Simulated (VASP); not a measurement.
Here is a VASP 6.6.1 calculation.

The input INCAR:

```
ALGO     = Normal         # electronic algorithm
DIPOL    = 0.5 0.5 0.500
EDIFF    = 1E-7           # SCF threshold, eV
EDIFFG   = -0.08          # ionic threshold
ENCUT    = 520            # plane-wave cutoff, eV
GGA      = PE             # functional
IBRION   = 2              # ionic algorithm
IDIPOL   = 3            
ISIF     = 2              # what is computed and relaxed
ISMEAR   = 1              # smearing method
LASPH    = T              # aspherical terms in the spheres
LCHARG   = F              # write CHGCAR
LDIPOL   = T            
LREAL    = Auto         
LWAVE    = F              # write WAVECAR
NELM     = 100            # most SCF steps
NSW      = 90             # ionic steps
PREC     = Accurate       # precision mode
SIGMA    = 0.1            # smearing width, eV
```

File KPOINTS:

```
k-points
0
Gamma
  6 6 1
```

File POSCAR:

```
Ru14W
1.0
    4.0796284438      2.3553745437      0.0000000000
   -4.0796284438      2.3553745437      0.0000000000
    0.0000000000      0.0000000000     20.5940128308
Ru W
14 1
Direct
    0.3333330000      0.3333330000      0.2913468128
    0.6666670000      0.0000000000      0.2913468128
    0.0000000000      0.6666670000      0.2913468128
    0.3333330000      0.0000000000      0.3956734064
    0.6666670000      0.6666670000      0.3956734064
    1.0000000000      0.3333330000      0.3956734064
    0.6666670000      0.0000000000      0.5000000000
    0.0000000000      0.6666670000      0.5000000000
    0.3333330000      0.0000000000      0.6043265936
    0.6666670000      0.6666670000      0.6043265936
    1.0000000000      0.3333330000      0.6043265936
    0.3333330000      0.3333330000      0.7086531872
    0.6666670000      0.0000000000      0.7086531872
    0.0000000000      0.6666670000      0.7086531872
    0.3333330000      0.3333330000      0.5000000000
```

Potentials or basis: VASP PAW PBE potentials, release 64 (Ru_pv, W_sv).

The run is started by

```bash
$ cat potpaw_PBE.64/Ru_pv/POTCAR potpaw_PBE.64/W_sv/POTCAR > POTCAR
$ mpirun -np 1 vasp_std > vasp.out
```

Q: Estimate the energy gained by relaxing.

A: 14.1 meV/atom.

Q: Predict the band gap on the k mesh.

A: Zero (band 105 reaches 4.69 eV, above the bottom of band 106 at 4.07 eV).

Forces in eV/Å, atoms in the order of the input:
```
Ru   0.000  0.000  0.011
Ru   0.000  0.000  0.044
Ru   0.000  0.000  0.044
Ru  -0.030  0.017  0.027
Ru   0.000 -0.034  0.027
Ru   0.030  0.017  0.027
Ru   0.000  0.000  0.000
Ru   0.000  0.000  0.000
Ru  -0.030  0.017 -0.027
Ru   0.000 -0.034 -0.027
Ru   0.030  0.017 -0.027
Ru   0.000  0.000 -0.011
Ru   0.000  0.000 -0.044
Ru   0.000  0.000 -0.044
W    0.000  0.000  0.000
```

Caveat: spin-orbit coupling is left out, which moves the levels of the heavy elements; the relaxation stopped at a loose force limit of 0.08 eV/Å, so its end isn't a converged minimum.
